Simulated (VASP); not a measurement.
# Si2B2C (P4/mmm) in VASP: relaxation of cell and atoms with PBE

Aim: the relaxation of cell and atoms of Si2B2C with PBE.

All numbers are computed with VASP 6.6.1; they aren't measurements. Logs are shortened: lines on timing, memory, paths and dates and some standing lists are left out, and cuts for length are marked.

## 1. The cell of the first run

It takes space group P4/mmm (No. 123, tetragonal). The conventional cell has a = 4.285 Å, b = 4.285 Å, c = 2.897 Å, α = 90.00°, β = 90.00°, γ = 90.00°. Si (site symmetry mmm) has 6 B at 2.14 to 2.59 Å and 2 C at 2.14 Å and 2 Si at 2.90 Å within 2.9 Å. Within 1.9 Å of B (site symmetry 4/mmm) lie 2 C at 1.45 Å. Within 2.9 Å of B (site symmetry 4/mmm) lie 4 Si at 2.14 Å and 2 B at 2.90 Å. Within 1.9 Å of C (site symmetry 4/mmm) lie 2 B at 1.45 Å.

The cell was generated, and may not be a known phase.

## 2. Relaxation of cell and atoms, PBE

The input, INCAR:

```
SYSTEM = Si2B2C
PREC = Accurate ; ENCUT = 600
EDIFF = 1E-7 ; ISMEAR = 0
SIGMA = 0.1 ; LREAL = .FALSE.
LASPH = .TRUE. ; NELM = 60
ALGO = Normal ; ISIF = 3
LWAVE = .FALSE. ; LCHARG = .FALSE.
GGA = PE ; IBRION = 2
NSW = 100 ; EDIFFG = -0.01
```

The input, KPOINTS:

```
Automatic mesh
0
G
  10 10 14
  0 0 0
```

The input, POSCAR:

```
Si2B2C
1.0
    4.2853090861      0.0000000000      0.0000000000
    0.0000000000      4.2853090861      0.0000000000
    0.0000000000      0.0000000000      2.8971470088
Si B C
2 2 1
Direct
    0.5000000000      0.0000000000      0.5000000000
    0.0000000000      0.5000000000      0.5000000000
    0.0000000000      0.0000000000      0.0000000000
    0.5000000000      0.5000000000      0.5000000000
    0.0000000000      0.0000000000      0.5000000000
```

Potentials or basis: VASP PAW PBE potentials, release 64 (Si, B, C).

Run with:

```
$ cat potpaw_PBE.64/Si/POTCAR potpaw_PBE.64/B/POTCAR potpaw_PBE.64/C/POTCAR > POTCAR
$ mpirun -np 1 vasp_std > vasp.out
```

OUTCAR:

```text
SYSTEM = Si2B2C
   PREC = Accurate
   ENCUT = 600
   EDIFF = 1E-7
   ISMEAR = 0
   LREAL = .FALSE.
   LASPH = .TRUE.
   NELM = 60
   ISIF = 3
   GGA = PE
   IBRION = 2
   NSW = 100
   EDIFFG = -0.01

 ion  position               nearest neighbor table
   1  0.500  0.000  0.500-   4 2.14   5 2.14   4 2.14   5 2.14   3 2.59   3 2.59   3 2.59   3 2.59
                             2 3.03   2 3.03   2 3.03   2 3.03
   2  0.000  0.500  0.500-   4 2.14   5 2.14   5 2.14   4 2.14   3 2.59   3 2.59   3 2.59   3 2.59
                             1 3.03   1 3.03   1 3.03   1 3.03
   3  0.000  0.000  0.000-   5 1.45   5 1.45   1 2.59   1 2.59   2 2.59   2 2.59   2 2.59   2 2.59
                             1 2.59   1 2.59
   4  0.500  0.500  0.500-   1 2.14   2 2.14   1 2.14   2 2.14
   5  0.000  0.000  0.500-   3 1.45   3 1.45   1 2.14   2 2.14   2 2.14   1 2.14

  LATTYP: Found a simple tetragonal cell.
 ALAT       =     4.2853090861
 C/A-ratio  =     0.6760648883

  Lattice vectors:

 A1 = (   4.2853090861,   0.0000000000,   0.0000000000)
 A2 = (   0.0000000000,   4.2853090861,   0.0000000000)
 A3 = (   0.0000000000,   0.0000000000,   2.8971470088)

Analysis of symmetry for initial positions (statically):
=====================================================================
 Subroutine PRICEL returns:
 Original cell was already a primitive cell.

 Routine SETGRP: Setting up the symmetry group for a
 simple tetragonal supercell.

 Subroutine GETGRP returns: Found 16 space group operations
 (whereof 16 operations were pure point group operations)
 out of a pool of 16 trial point group operations.

The static configuration has the point symmetry D_4h.

Analysis of symmetry for dynamics (positions and initial velocities):
=====================================================================
 Subroutine PRICEL returns:
 Original cell was already a primitive cell.

 Routine SETGRP: Setting up the symmetry group for a
 simple tetragonal supercell.

 Subroutine GETGRP returns: Found 16 space group operations
 (whereof 16 operations were pure point group operations)
 out of a pool of 16 trial point group operations.

The dynamic configuration has the point symmetry D_4h.

 Subroutine INISYM returns: Found 16 space group operations
 (whereof 16 operations are pure point group operations),
 and found     1 'primitive' translations

----------------------------------------------------------------------------------------

                                     Primitive cell
[... 120 lines left out ...]
  Thomas-Fermi vector in A             =   2.277443
   LORBIT       =      0    0 simple, 1 ext, 2 COOP (PROOUT), +10 PAW based schemes
   GGA     = PE    functional components
   LHFCALC =     F    Hartree Fock is set to
   AEXX    =    0.0000 exact exchange contribution
   IVDW    =     0    specifies the selected vdW correction
   LEPSILON=     F    determine dielectric tensor
   LRPA    =     F    only Hartree local field effects (RPA)
 conjugate gradient relaxation of ions
 non-spin polarized calculation
 Gauss-broadening in eV      SIGMA  =   0.10
  energy-cutoff  :      600.00
  volume of cell :       53.20
 maximum number of plane-waves:      1793
 NGX is ok and might be reduce to    36
   NGX = 17   NGY = 17   NGZ = 11

--------------------------------------- Ionic step        1  -------------------------------------------

 number of electron      17.9999999 magnetization

 Free energy of the ion-electron system (eV)
  ---------------------------------------------------
  ext. energy  EPLUGINS =         0.00000000
  ---------------------------------------------------
  free energy    TOTEN  =       -29.36609239 eV

  energy without entropy =      -29.35920773  energy(sigma->0) =      -29.36265006

------------------------ aborting loop because EDIFF is reached ----------------------------------------

  FORCE on cell =-STRESS in cart. coord.  units (eV):
  Direction    XX          YY          ZZ          XY          YZ          ZX
  --------------------------------------------------------------------------------------
  -------------------------------------------------------------------------------------
  Total        0.7406582      0.7406582     -2.1444862      0.0000000     -0.0000000      0.0000000
  in kB       22.3045559     22.3045559    -64.5801430      0.0000000     -0.0000000      0.0000000
  external PRESSURE =      -6.6570104 kB  Pullay stress =       0.0000000 kB
[... 143 lines left out ...]
--------------------------------------- Ionic step        5  -------------------------------------------

 number of electron      17.9999999 magnetization

 Free energy of the ion-electron system (eV)
  ---------------------------------------------------
  ext. energy  EPLUGINS =         0.00000000
  ---------------------------------------------------
  free energy    TOTEN  =       -29.38567660 eV

  energy without entropy =      -29.37842069  energy(sigma->0) =      -29.38204864

 E-fermi :   8.1384     XC(G=0): -11.1812

 val. band max:        8.1370760108   @ k =   0.3000   0.1000   0.2857
 cond. band min:       8.1428718621   @ k =   0.3000   0.2000   0.2857
 fundamental gap:      0.0057958513
 Fermi energy:         8.1384064465

 k-point     1 :       0.0000    0.0000    0.0000
  band No.  band energies     occupation
      1      -8.6289      2.00000
      2      -1.4127      2.00000
      3      -0.5227      2.00000
      4      -0.5227      2.00000
      5       0.4094      2.00000
      6       1.4214      2.00000
      7       5.3076      2.00000
      8       5.3076      2.00000
      9       7.9174      1.99822
     10      11.1476      0.00000
     11      11.7230      0.00000
     12      11.8302      0.00000
     13      15.3034      0.00000
[... 354 lines left out ...]
  band No.  band energies     occupation
      1      -8.4160      2.00000
      2      -2.6779      2.00000
      3      -0.2812      2.00000
      4      -0.0286      2.00000
      5       0.2961      2.00000
      6       2.9492      2.00000
      7       4.4994      2.00000
      8       4.6501      2.00000
      9       9.1179      0.00000
     10      10.4847      0.00000
     11      12.6307      0.00000
     12      13.0895      0.00000
     13      13.6034      0.00000

 [... further k-points ...]

------------------------ aborting loop because EDIFF is reached ----------------------------------------

  FORCE on cell =-STRESS in cart. coord.  units (eV):
  Direction    XX          YY          ZZ          XY          YZ          ZX
  --------------------------------------------------------------------------------------
  -------------------------------------------------------------------------------------
  Total        0.0030009      0.0030009     -0.0134359      0.0000000     -0.0000000      0.0000000
  in kB        0.0901744      0.0901744     -0.4037369      0.0000000     -0.0000000      0.0000000
  external PRESSURE =      -0.0744627 kB  Pullay stress =       0.0000000 kB
[... 20 lines left out ...]
  FREE ENERGIE OF THE ION-ELECTRON SYSTEM (eV)
  ---------------------------------------------------
  free  energy   TOTEN  =       -29.3856765964 eV

  energy  without entropy=      -29.3784206851  energy(sigma->0) =      -29.38204864

 reached required accuracy - stopping structural energy minimisation
```

CONTCAR:

```text
Si2B2C
   1.00000000000000
     4.3176438780045547    0.0000000000000000    0.0000000000000000
     0.0000000000000000    4.3176438780045547   -0.0000000000000000
     0.0000000000000000    0.0000000000000000    2.8601282177674090
  Si              B               C
     2     2     1
Direct
     0.5000000000000000    0.0000000000000000    0.5000000000000000
     0.0000000000000000    0.5000000000000000    0.5000000000000000
     0.0000000000000000    0.0000000000000000    0.0000000000000000
     0.5000000000000000    0.5000000000000000    0.5000000000000000
     0.0000000000000000    0.0000000000000000    0.5000000000000000

  0.00000000E+00  0.00000000E+00  0.00000000E+00
  0.00000000E+00  0.00000000E+00  0.00000000E+00
  0.00000000E+00  0.00000000E+00  0.00000000E+00
  0.00000000E+00  0.00000000E+00  0.00000000E+00
  0.00000000E+00  0.00000000E+00  0.00000000E+00
```

Run time: 2.1 min. Hardware: 1 thread of Intel Xeon 6975P-C (Granite Rapids), shared host; peak memory 0.28 GiB.

Results:

```
Free energy                           : -29.3857 eV
Relaxed volume                        : 10.66 Å³/atom
Relaxed cell                          : a = 4.318 Å, b = 4.318 Å, c = 2.860 Å, α = 90.00°, β = 90.00°, γ = 90.00°
Space group after relaxing (to 0.1 Å) : P4/mmm (No. 123)
Energy gained by relaxing             : 3.9 meV/atom
Ionic steps                           : 5
Pressure after relaxing               : 0.0 GPa
Band gap on the k mesh                : zero (bands 9 and 10 overlap by 4.54 eV)
```

The path:
```
step  energy change (eV)  largest force (eV/Å)  pressure (GPa)  volume (Å³)
   1              0.0000                0.0000           -0.67        53.20
   2             -0.0135                0.0000            1.78        52.85
   3             -0.0186                0.0000            0.89        52.97
   4             -0.0196                0.0000           -0.16        53.38
   5             -0.0196                0.0000           -0.01        53.32
```

Final structure:
```
Si B C
1.0
     4.31764    0.00000    0.00000
     0.00000    4.31764    0.00000
     0.00000    0.00000    2.86013
Si B C
2 2 1
Direct
  0.50000 0.00000 0.50000
  0.00000 0.50000 0.50000
  0.00000 0.00000 0.00000
  0.50000 0.50000 0.50000
  0.00000 0.00000 0.50000
```

Levels at points of the mesh, in eV from the Fermi level:
```csv
k point,band 5,band 6,band 7,band 8,band 9,band 10,band 11,band 12,band 13
"(0.00, 0.00, 0.00)",-7.73,-6.72,-2.83,-2.83,-0.22,3.01,3.58,3.69,7.16
"(0.50, 0.00, 0.00)",-7.48,-5.81,-4.71,-0.73,1.04,3.08,3.80,5.47,6.16
"(0.50, 0.50, 0.00)",-7.66,-2.19,-2.19,2.52,2.85,3.09,3.09,3.84,4.02
"(0.00, 0.00, 0.50)",-6.18,-3.99,-3.17,-1.71,-1.69,-1.69,-1.21,-1.21,2.99
"(0.50, 0.00, 0.50)",-5.47,-5.22,-3.39,-3.09,-2.02,-1.37,-0.02,2.43,3.42
"(0.50, 0.50, 0.50)",-7.17,-5.09,-5.09,-2.71,-0.18,-0.18,3.40,4.68,4.68
```
